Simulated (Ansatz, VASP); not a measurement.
# Two plane-wave programs on CdSe

The input INCAR:

```
  PREC = Accurate
  ENCUT = 520
  EDIFF = 1E-6
  ISMEAR = 0
  SIGMA = 0.01
  LREAL = False
  LASPH = True
  NELM = 80
  ALGO = Normal
  ISIF = 2
  LWAVE = False
  LCHARG = True
  GGA = PS
  LELF = True
  LVHAR = True
  NBANDS = 26
```

File KPOINTS:

```
regular mesh
0
Gamma
  6 6 4
```

File POSCAR:

```
CdSe
1.0
    4.3000000000      0.0000000000      0.0000000000
   -2.1500000000      3.7239090000      0.0000000000
    0.0000000000      0.0000000000      7.0200000000
Cd Se
2 2
Direct
    0.3333333333      0.6666666667      0.0000000000
    0.6666666667      0.3333333333      0.5000000000
    0.3333333333      0.6666666667      0.3850000000
    0.6666666667      0.3333333333      0.8850000000
```

Input for Ansatz:

```yaml
crystal:
  lattice:
    - [4.3, 0.0, 0.0]
    - [-2.15, 3.723909, 0.0]
    - [0.0, 0.0, 7.02]
  atoms:
    - { symbol: Cd, position: [0.3333333333333333, 0.6666666666666666, 0.0] }
    - { symbol: Cd, position: [0.6666666666666666, 0.3333333333333333, 0.5] }
    - { symbol: Se, position: [0.3333333333333333, 0.6666666666666666, 0.385] }
    - { symbol: Se, position: [0.6666666666666666, 0.3333333333333333, 0.885] }
basis:
  ecutwfc: 476.19925930478996
kpoints:
  mp_grid:
    grid: [6, 6, 4]
    shift: [0.0, 0.0, 0.0]
  band_path:
    path:
      - [0.0, 0.0, 0.0]
      - [-0.0054749300423612, 0.0027374650211806, 0.0]
      - [0.0054749300423612, -0.0027374650211806, 0.0]
      - [0.0, -0.004741428199795175, 0.0]
      - [0.0, 0.004741428199795175, 0.0]
      - [0.0, 0.0, -0.008938141604040842]
      - [0.0, 0.0, 0.008938141604040842]
      - [0.0054749300423612, 0.0020039631786145755, 0.0]
      - [0.0054749300423612, -0.007478893220975775, 0.0]
      - [-0.0054749300423612, 0.007478893220975775, 0.0]
      - [-0.0054749300423612, -0.0020039631786145755, 0.0]
      - [0.0054749300423612, -0.0027374650211806, 0.008938141604040842]
      - [0.0054749300423612, -0.0027374650211806, -0.008938141604040842]
      - [-0.0054749300423612, 0.0027374650211806, 0.008938141604040842]
      - [-0.0054749300423612, 0.0027374650211806, -0.008938141604040842]
      - [0.0, 0.004741428199795175, 0.008938141604040842]
      - [0.0, 0.004741428199795175, -0.008938141604040842]
      - [0.0, -0.004741428199795175, 0.008938141604040842]
      - [0.0, -0.004741428199795175, -0.008938141604040842]
    npoints: 1
hamiltonian:
  xc: pbesol
scf:
  occupations:
    method: fixed
```

Alike in both runs: task single point; functional PBEsol; k mesh 6 × 6 × 4; no spin polarisation.

|  | VASP | Ansatz |
| --- | --- | --- |
| version | VASP 6.6.1 | Ansatz 0.2.0 |
| potentials or method | VASP PAW PBE potentials, release 64 (Cd, Se), cutoff 520 eV | plane waves, PAW |
| occupations | gaussian, width 0.01 eV | fixed |
| valence electrons in the cell | 36 | 72 |

|  | VASP | Ansatz | Ansatz less VASP |
| --- | --- | --- | --- |
| gap on the k mesh at the Fermi level (eV) | 0.58 | 0.58 | -0.001 |

VASP's potentials were made for PBE, not for PBEsol. VASP's potentials hold 36 valence electrons a cell and Ansatz's 72, so a difference there can come from the potentials and not from the codes.
